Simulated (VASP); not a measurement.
Write the native input for VASP 6.6.1 that does the following.

- Task: single point
- Functional: PBEsol
- Potentials or basis: VASP PAW PBE potentials, release 64 (Zn)
- Cutoff: 520 eV
- k mesh: 18 × 18 × 18
- Occupations: gaussian, width 0.1 eV
- Spin: no spin polarisation
- Dipole correction: no
- Further INCAR settings: ALGO = Normal; EDIFF = 1e-07; NBANDS = 12

The structure of Zn lies in POSCAR:

```
Zn
1.0
    0.0000000000      2.0590263047      2.0590263047
    2.0590263047      0.0000000000      2.0590263047
    2.0590263047      2.0590263047      0.0000000000
Zn
1
Direct
    0.0000000000      0.0000000000      0.0000000000
```

This isn't the form of Zn at room conditions, which is hcp.

This cell differs from its parent crystal: strained.

One way to write it, as run:

INCAR

```
ALGO = Normal ; EDIFF = 1E-7
ENCUT = 520 ; GGA = PS
ISIF = 2 ; ISMEAR = 0
LASPH = T ; LCHARG = F
LREAL = F ; LWAVE = F
NBANDS = 12 ; NELM = 100
PREC = Accurate ; SIGMA = 0.1
```

KPOINTS

```
k-points
0
Gamma
  18 18 18
```

Potentials or basis: VASP PAW PBE potentials, release 64 (Zn).

Run with:

```bash
$ cat potpaw_PBE.64/Zn/POTCAR > POTCAR
$ mpirun -np 1 vasp_std > vasp.out
```

It gave:

| Quantity | Value |
| --- | --- |
| Pressure | -10.4 GPa |
| Band gap on the k mesh | zero (bands 6 and 7 overlap by 3.21 eV) |

Caveat: the cell differs from its parent crystal (strained); the cell stands under tension; the PAW data sets were made with another functional, which shifts forces and pressure a little.

It took 11 s on 1 thread of Intel(R) Xeon(R) 6975P-C (Granite Rapids), with other jobs on the host, peak memory 0.16 GiB.
